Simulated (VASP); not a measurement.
# K16S7O (a cell with a defect) in VASP: relaxation of the atoms with PBE

Aim: the relaxation of the atoms of K16S7O (a cell with a defect) with PBE.

Everything below comes from runs of VASP 6.6.1. Logs are shortened: lines on timing, memory, paths and dates and some standing lists are left out, and cuts for length are marked.

## 1. The cell of the first run

The cell holds a defect, 24 atoms: a = 10.452 Å, b = 10.452 Å, c = 10.452 Å, α = 60.00°, β = 60.00°, γ = 60.00°.

## 2. Relaxation of the atoms, PBE

INCAR reads:

```
SYSTEM = K16S7O
  ALGO = Normal
  EDIFF = 1E-6
  EDIFFG = -0.03
  ENCUT = 520
  GGA = PE
  IBRION = 2
  ISIF = 2
  ISMEAR = -1
  KPAR = 2
  LASPH = .True.
  LCHARG = .False.
  LREAL = Auto
  LWAVE = .False.
  NELM = 60
  NSW = 60
  PREC = Accurate
  SIGMA = 0.01
```

KPOINTS reads:

```
k-points
0
Gamma
  2 2 2
  0 0 0
```

POSCAR reads:

```
K16S7O
1.0
    0.0000000000      7.3910000000      7.3910000000
    7.3910000000      0.0000000000      7.3910000000
    7.3910000000      7.3910000000      0.0000000000
K O S
16 1 7
Direct
    0.1250000000      0.1250000000      0.1250000000
    0.1250000000      0.1250000000      0.6250000000
    0.1250000000      0.6250000000      0.1250000000
    0.1250000000      0.6250000000      0.6250000000
    0.6250000000      0.1250000000      0.1250000000
    0.6250000000      0.1250000000      0.6250000000
    0.6250000000      0.6250000000      0.1250000000
    0.6250000000      0.6250000000      0.6250000000
    0.3750000000      0.3750000000      0.3750000000
    0.3750000000      0.3750000000      0.8750000000
    0.3750000000      0.8750000000      0.3750000000
    0.3750000000      0.8750000000      0.8750000000
    0.8750000000      0.3750000000      0.3750000000
    0.8750000000      0.3750000000      0.8750000000
    0.8750000000      0.8750000000      0.3750000000
    0.8750000000      0.8750000000      0.8750000000
    0.0000000000      0.0000000000      0.0000000000
    0.0000000000      0.0000000000      0.5000000000
    0.0000000000      0.5000000000      0.0000000000
    0.0000000000      0.5000000000      0.5000000000
    0.5000000000      0.0000000000      0.0000000000
    0.5000000000      0.0000000000      0.5000000000
    0.5000000000      0.5000000000      0.0000000000
    0.5000000000      0.5000000000      0.5000000000
```

Potentials or basis: VASP PAW PBE potentials, release 64 (K_sv, O, S).

Launch:

```
$ cat potpaw_PBE.64/K_sv/POTCAR potpaw_PBE.64/O/POTCAR potpaw_PBE.64/S/POTCAR > POTCAR
$ mpirun -np 4 vasp_std > vasp.out
```

OUTCAR:

```text
SYSTEM = K16S7O
   EDIFF = 1E-6
   EDIFFG = -0.03
   ENCUT = 520
   GGA = PE
   IBRION = 2
   ISIF = 2
   ISMEAR = -1
   LASPH = .True.
   LREAL = Auto
   NELM = 60
   NSW = 60
   PREC = Accurate

 ion  position               nearest neighbor table
   1  0.125  0.125  0.125-  18 3.20  19 3.20  21 3.20  13 3.70  14 3.70  15 3.70  10 3.70  11 3.70
                            12 3.70
   2  0.125  0.125  0.625-  18 3.20  20 3.20  22 3.20  13 3.70  14 3.70  16 3.70   9 3.70  11 3.70
                            12 3.70
   3  0.125  0.625  0.125-  19 3.20  20 3.20  23 3.20  13 3.70  15 3.70  16 3.70   9 3.70  10 3.70
                            12 3.70
   4  0.125  0.625  0.625-  20 3.20  19 3.20  18 3.20  24 3.20  15 3.70  16 3.70   9 3.70  10 3.70
                            11 3.70  14 3.70
   5  0.625  0.125  0.125-  21 3.20  22 3.20  23 3.20  14 3.70  15 3.70  16 3.70   9 3.70  10 3.70
                            11 3.70
   6  0.625  0.125  0.625-  22 3.20  21 3.20  18 3.20  24 3.20  15 3.70  16 3.70   9 3.70  10 3.70
                            12 3.70  13 3.70
   7  0.625  0.625  0.125-  23 3.20  21 3.20  19 3.20  24 3.20  14 3.70  16 3.70   9 3.70  11 3.70
                            12 3.70  13 3.70
   8  0.625  0.625  0.625-  24 3.20  22 3.20  23 3.20  20 3.20  14 3.70  15 3.70  10 3.70  11 3.70
                            12 3.70  13 3.70
   9  0.375  0.375  0.375-  24 3.20  22 3.20  23 3.20  20 3.20   6 3.70   7 3.70   2 3.70   3 3.70
                             4 3.70   5 3.70
  10  0.375  0.375  0.875-  23 3.20  21 3.20  19 3.20  24 3.20   6 3.70   8 3.70   1 3.70   3 3.70
                             4 3.70   5 3.70
  11  0.375  0.875  0.375-  22 3.20  21 3.20  18 3.20  24 3.20   7 3.70   8 3.70   1 3.70   2 3.70
                             4 3.70   5 3.70
  12  0.375  0.875  0.875-  21 3.20  22 3.20  23 3.20   6 3.70   7 3.70   8 3.70   1 3.70   2 3.70
                             3 3.70
  13  0.875  0.375  0.375-  20 3.20  19 3.20  18 3.20  24 3.20   7 3.70   8 3.70   1 3.70   2 3.70
                             3 3.70   6 3.70
  14  0.875  0.375  0.875-  19 3.20  20 3.20  23 3.20   5 3.70   7 3.70   8 3.70   1 3.70   2 3.70
                             4 3.70
  15  0.875  0.875  0.375-  18 3.20  20 3.20  22 3.20   5 3.70   6 3.70   8 3.70   1 3.70   3 3.70
                             4 3.70
  16  0.875  0.875  0.875-  18 3.20  19 3.20  21 3.20   5 3.70   6 3.70   7 3.70   2 3.70   3 3.70
                             4 3.70
  17  0.000  0.000  0.000-
  18  0.000  0.000  0.500-   2 3.20  15 3.20   4 3.20   6 3.20  11 3.20  13 3.20   1 3.20  16 3.20

  19  0.000  0.500  0.000-   3 3.20  14 3.20   4 3.20   7 3.20  10 3.20  13 3.20   1 3.20  16 3.20

  20  0.000  0.500  0.500-   4 3.20  13 3.20   2 3.20   8 3.20   9 3.20   3 3.20  14 3.20  15 3.20
[... 5 lines left out ...]
  23  0.500  0.500  0.000-   7 3.20  10 3.20   3 3.20   8 3.20   9 3.20   5 3.20  12 3.20  14 3.20

  24  0.500  0.500  0.500-   8 3.20   9 3.20   7 3.20   4 3.20   6 3.20  10 3.20  11 3.20  13 3.20

  LATTYP: Found a face centered cubic cell.
 ALAT       =    14.7820000000

  Lattice vectors:

 A1 = (   0.0000000000,   7.3910000000,   7.3910000000)
 A2 = (   7.3910000000,   0.0000000000,   7.3910000000)
 A3 = (   7.3910000000,   7.3910000000,   0.0000000000)

Analysis of symmetry for initial positions (statically):
=====================================================================
 Subroutine PRICEL returns:
 Original cell was already a primitive cell.

 Routine SETGRP: Setting up the symmetry group for a
 face centered cubic supercell.

 Subroutine GETGRP returns: Found 48 space group operations
 (whereof 48 operations were pure point group operations)
 out of a pool of 48 trial point group operations.

The static configuration has the point symmetry O_h .

Analysis of symmetry for dynamics (positions and initial velocities):
=====================================================================
 Subroutine PRICEL returns:
 Original cell was already a primitive cell.

 Routine SETGRP: Setting up the symmetry group for a
 face centered cubic supercell.

 Subroutine GETGRP returns: Found 48 space group operations
 (whereof 48 operations were pure point group operations)
 out of a pool of 48 trial point group operations.

The dynamic configuration has the point symmetry O_h .

 Subroutine INISYM returns: Found 48 space group operations
 (whereof 48 operations are pure point group operations),
 and found     1 'primitive' translations

----------------------------------------------------------------------------------------

                                     Primitive cell

  volume of cell :     807.4946

  direct lattice vectors                    reciprocal lattice vectors
     0.000000000  7.391000000  7.391000000    -0.067649844  0.067649844  0.067649844
     7.391000000  0.000000000  7.391000000     0.067649844 -0.067649844  0.067649844
     7.391000000  7.391000000  0.000000000     0.067649844  0.067649844 -0.067649844

  length of vectors
    10.452452439 10.452452439 10.452452439     0.117172968  0.117172968  0.117172968

  position of ions in fractional coordinates (direct lattice)
     0.125000000  0.125000000  0.125000000
     0.125000000  0.125000000  0.625000000
     0.125000000  0.625000000  0.125000000
     0.125000000  0.625000000  0.625000000
     0.625000000  0.125000000  0.125000000
     0.625000000  0.125000000  0.625000000
[... 16 lines left out ...]
     0.500000000  0.500000000  0.000000000
     0.500000000  0.500000000  0.500000000

  ion indices of the primitive-cell ions
   primitive index   ion index
                 1           1
                 2           2
                 3           3
                 4           4
                 5           5
                 6           6
[... 16 lines left out ...]
                23          23
                24          24

----------------------------------------------------------------------------------------

 KPOINTS: k-points

Automatic generation of k-mesh.
 Grid dimensions read from file:
 generate k-points for:    2    2    2

 Generating k-lattice:

  Cartesian coordinates                     Fractional coordinates (reciprocal lattice)
    -0.033824922  0.033824922  0.033824922     0.500000000  0.000000000  0.000000000
     0.033824922 -0.033824922  0.033824922     0.000000000  0.500000000  0.000000000
     0.033824922  0.033824922 -0.033824922     0.000000000  0.000000000  0.500000000

  Length of vectors
     0.058586484  0.058586484  0.058586484

  Shift w.r.t. Gamma in fractional coordinates (k-lattice)
     0.000000000  0.000000000  0.000000000

 Subroutine IBZKPT returns following result:
 ===========================================

 Found      3 irreducible k-points:

 Following reciprocal coordinates:
            Coordinates               Weight
  0.000000  0.000000  0.000000      1.000000
  0.500000  0.000000  0.000000      4.000000
  0.500000  0.500000  0.000000      3.000000
   k-points           NKPTS =      3   k-points in BZ     NKDIM =      3   number of bands    NBANDS=    116
   number of dos      NEDOS =    301   number of ions     NIONS =     24
   total plane-waves  NPLWV = 512000
   dimension x,y,z NGX =    80 NGY =   80 NGZ =   80
   dimension x,y,z NGXF=   160 NGYF=  160 NGZF=  160
   ions per type =              16   1   7
   NGX,Y,Z   is equivalent  to a cutoff of  12.72, 12.72, 12.72 a.u.
   NGXF,Y,Z  is equivalent  to a cutoff of  25.45, 25.45, 25.45 a.u.
 SYSTEM =  K16S7O
   PREC   = accura    normal or accurate (medium, high low for compatibility)
   ISTART =      0    job   : 0-new  1-cont  2-samecut
   ICHARG =      2    charge: 1-file 2-atom 10-const
   ISPIN  =      1    spin polarized calculation?
   LNONCOLLINEAR =      F non collinear calculations
   LSORBIT =      F    spin-orbit coupling
   LASPH  =      T    aspherical Exc in radial PAW
   ENCUT  =  520.0 eV  38.22 Ry    6.18 a.u.  19.43 19.43 19.43*2*pi/ulx,y,z
   NELM   =     60;   NELMIN=  2; NELMDL= -5     # of ELM steps
   EDIFF  = 0.1E-05   stopping-criterion for ELM
   LREAL  =      T    real-space projection
   EDIFFG = -.3E-01   stopping-criterion for IOM
   NSW    =     60    number of steps for IOM
   IBRION =      2    ionic relax: 0-MD 1-quasi-New 2-CG
   NFREE  =      1    steps in history (QN), initial steepest desc. (CG)
   ISIF   =      2    stress and relaxation
   ISYM   =      2    0-nonsym 1-usesym 2-fastsym
   POTIM  = 0.5000    time-step for ionic-motion
   TEBEG  =    0.0;   TEEND  =   0.0 temperature during run
   PSTRESS=    0.0 pullay stress
   NELECT =     192.0000    total number of electrons
   NUPDOWN=      -1.0000    fix difference up-down
   EMIN   =  10.00;   EMAX   =-10.00  energy-range for DOS
   EFERMI =   0.00;   METHOD = LEGACY
   ISMEAR =    -1;   SIGMA  =   0.01  broadening in eV -4-tet -1-fermi 0-gaus
   EFERMI_NEDOS =   21; number of points for ismear=-14 and -15
   IALGO  =     38    algorithm
   IMIX   =      4    mixing-type and parameters
     AMIX     =   0.40;   BMIX     =  1.00
     AMIX_MAG =   1.60;   BMIX_MAG =  1.00
  volume/ion in A,a.u.               =      33.65       227.05
  Fermi-wavevector in a.u.,A,eV,Ry     =   1.014212  1.916583 13.995304  1.028626
  Thomas-Fermi vector in A             =   2.147426
   LORBIT       =      0    0 simple, 1 ext, 2 COOP (PROOUT), +10 PAW based schemes
   GGA     = PE    functional components
   LHFCALC =     F    Hartree Fock is set to
   AEXX    =    0.0000 exact exchange contribution
   IVDW    =     0    specifies the selected vdW correction
   LEPSILON=     F    determine dielectric tensor
   LRPA    =     F    only Hartree local field effects (RPA)
 conjugate gradient relaxation of ions
 non-spin polarized calculation
  energy-cutoff  :      520.00
  volume of cell :      807.49
 maximum number of plane-waves:     21883
 NGX is ok and might be reduce to    80
   NGX = 39   NGY = 39   NGZ = 39

--------------------------------------- Ionic step        1  -------------------------------------------

 number of electron     191.9999967 magnetization

 Free energy of the ion-electron system (eV)
  ---------------------------------------------------
  ext. energy  EPLUGINS =         0.00000000
  ---------------------------------------------------
  free energy    TOTEN  =       -75.37650915 eV

  energy without entropy =      -75.37650915  energy(sigma->0) =      -75.37650915

------------------------ aborting loop because EDIFF is reached ----------------------------------------

  FORCE on cell =-STRESS in cart. coord.  units (eV):
  Direction    XX          YY          ZZ          XY          YZ          ZX
  --------------------------------------------------------------------------------------
  -------------------------------------------------------------------------------------
  Total       -0.1971628     -0.1971628     -0.1971628      0.0000000     -0.0000000      0.0000000
  in kB       -0.3911974     -0.3911974     -0.3911974      0.0000000     -0.0000000      0.0000000
  external PRESSURE =      -0.3911974 kB  Pullay stress =       0.0000000 kB
[... 393 lines left out ...]
--------------------------------------- Ionic step        8  -------------------------------------------

 number of electron     191.9999983 magnetization

 Free energy of the ion-electron system (eV)
  ---------------------------------------------------
  ext. energy  EPLUGINS =         0.00000000
  ---------------------------------------------------
  free energy    TOTEN  =       -75.63526722 eV

  energy without entropy =      -75.63526722  energy(sigma->0) =      -75.63526722

 E-fermi :   0.3135     XC(G=0):  -7.2953

 val. band max:        0.0292398848   @ k =   0.0000   0.0000   0.0000
 cond. band min:       1.7710583819   @ k =   0.0000   0.0000   0.0000
 fundamental gap:      1.7418184971
 Fermi energy:         0.3135145485

 k-point     1 :       0.0000    0.0000    0.0000
  band No.  band energies     occupation
      1     -29.9343      2.00000
      2     -29.9079      2.00000
      3     -29.9079      2.00000
      4     -29.9079      2.00000
      5     -29.8831      2.00000
      6     -29.8831      2.00000
[... 100 lines left out ...]
    107       4.5681      0.00000
    108       4.5681      0.00000

 k-point     2 :       0.5000    0.0000    0.0000
  band No.  band energies     occupation
      1     -29.9337      2.00000
      2     -29.9085      2.00000
      3     -29.9079      2.00000
      4     -29.9079      2.00000
      5     -29.8836      2.00000
      6     -29.8831      2.00000
[... 100 lines left out ...]
    107       4.9714      0.00000
    108       4.9714      0.00000

 k-point     3 :       0.5000    0.5000    0.0000
  band No.  band energies     occupation
      1     -29.9335      2.00000
      2     -29.9087      2.00000
      3     -29.9079      2.00000
      4     -29.9079      2.00000
      5     -29.8838      2.00000
      6     -29.8830      2.00000
[... 100 lines left out ...]
    107       4.7416      0.00000
    108       4.7416      0.00000
 [bands above 108 left out]

------------------------ aborting loop because EDIFF is reached ----------------------------------------

  FORCE on cell =-STRESS in cart. coord.  units (eV):
  Direction    XX          YY          ZZ          XY          YZ          ZX
  --------------------------------------------------------------------------------------
  -------------------------------------------------------------------------------------
  Total       -1.3772612     -1.3772612     -1.3772612      0.0000000      0.0000000      0.0000000
  in kB       -2.7326706     -2.7326706     -2.7326706      0.0000000      0.0000000      0.0000000
  external PRESSURE =      -2.7326706 kB  Pullay stress =       0.0000000 kB
[... 39 lines left out ...]
  FREE ENERGIE OF THE ION-ELECTRON SYSTEM (eV)
  ---------------------------------------------------
  free  energy   TOTEN  =       -75.6352672195 eV

  energy  without entropy=      -75.6352672195  energy(sigma->0) =      -75.63526722

 reached required accuracy - stopping structural energy minimisation
```

Wall time 25 min (4 MPI ranks of Intel Xeon Platinum 8259CL at 2.50GHz (Skylake/Cascade Lake), shared host); peak memory 0.72 GiB.

What came out:

| Quantity | Value |
| --- | --- |
| Free energy | -75.6353 eV |
| Energy gained by relaxing | 10.8 meV/atom |
| Ionic steps | 8 |
| Pressure after relaxing | -0.3 GPa |
| Largest force after relaxing | 0.016 eV/Å |
| Band gap on the k mesh | 1.74 eV |

Forces on the atoms (eV/Å):
```
K    0.009  0.009  0.009
K   -0.009 -0.009  0.009
K   -0.009  0.009 -0.009
K    0.002 -0.002 -0.002
K    0.009 -0.009 -0.009
K   -0.002  0.002 -0.002
K   -0.002 -0.002  0.002
K    0.002  0.002  0.002
K   -0.002 -0.002 -0.002
K    0.002  0.002 -0.002
K    0.002 -0.002  0.002
K   -0.009  0.009  0.009
K   -0.002  0.002  0.002
K    0.009 -0.009  0.009
K    0.009  0.009 -0.009
K   -0.009 -0.009 -0.009
O    0.000  0.000  0.000
S    0.000  0.000  0.000
S    0.000  0.000  0.000
S    0.000  0.000  0.000
S    0.000  0.000  0.000
S    0.000  0.000  0.000
S    0.000  0.000  0.000
S    0.000  0.000  0.000
```

The path:
| step | energy change (eV) | largest force (eV/Å) | pressure (GPa) |
| --- | --- | --- | --- |
| 1 | 0.0000 | 0.3788 | -0.04 |
| 2 | -0.0529 | 0.3393 | -0.07 |
| 3 | -0.1730 | 0.2193 | -0.16 |
| 4 | -0.2417 | 0.1008 | -0.28 |
| 5 | -0.2481 | 0.0879 | -0.26 |
| 6 | -0.2480 | 0.0902 | -0.27 |
| 7 | -0.2546 | 0.0640 | -0.27 |
| 8 | -0.2588 | 0.0160 | -0.27 |

Final structure:
```yaml
crystal:
  lattice:
    - [0.00000, 7.39100, 7.39100]
    - [7.39100, 0.00000, 7.39100]
    - [7.39100, 7.39100, 0.00000]
  atoms:
    - { symbol: K, position: [0.11837, 0.11837, 0.11837] }
    - { symbol: K, position: [0.11837, 0.11837, 0.64488] }
    - { symbol: K, position: [0.11837, 0.64488, 0.11837] }
    - { symbol: K, position: [0.12188, 0.62604, 0.62604] }
    - { symbol: K, position: [0.64488, 0.11837, 0.11837] }
    - { symbol: K, position: [0.62604, 0.12188, 0.62604] }
    - { symbol: K, position: [0.62604, 0.62604, 0.12188] }
    - { symbol: K, position: [0.62604, 0.62604, 0.62604] }
    - { symbol: K, position: [0.37396, 0.37396, 0.37396] }
    - { symbol: K, position: [0.37396, 0.37396, 0.87812] }
    - { symbol: K, position: [0.37396, 0.87812, 0.37396] }
    - { symbol: K, position: [0.35512, 0.88163, 0.88163] }
    - { symbol: K, position: [0.87812, 0.37396, 0.37396] }
    - { symbol: K, position: [0.88163, 0.35512, 0.88163] }
    - { symbol: K, position: [0.88163, 0.88163, 0.35512] }
    - { symbol: K, position: [0.88163, 0.88163, 0.88163] }
    - { symbol: O, position: [0.00000, 0.00000, 0.00000] }
    - { symbol: S, position: [0.00000, 0.00000, 0.50000] }
    - { symbol: S, position: [0.00000, 0.50000, 0.00000] }
    - { symbol: S, position: [0.00000, 0.50000, 0.50000] }
    - { symbol: S, position: [0.50000, 0.00000, 0.00000] }
    - { symbol: S, position: [0.50000, 0.00000, 0.50000] }
    - { symbol: S, position: [0.50000, 0.50000, 0.00000] }
    - { symbol: S, position: [0.50000, 0.50000, 0.50000] }
```

Levels at points of the mesh, in eV from the valence-band top:
| k point | band 93 | band 94 | band 95 | band 96 | band 97 | band 98 | band 99 | band 100 |
| --- | --- | --- | --- | --- | --- | --- | --- | --- |
| (0.00, 0.00, 0.00) | -0.43 | 0.00 | 0.00 | 0.00 | 1.74 | 2.98 | 2.98 | 3.11 |
| (0.50, 0.00, 0.00) | -0.44 | -0.05 | -0.02 | -0.02 | 2.71 | 2.84 | 3.29 | 3.29 |
| (0.50, 0.50, 0.00) | -0.48 | -0.04 | -0.04 | -0.03 | 2.98 | 2.98 | 3.18 | 3.39 |
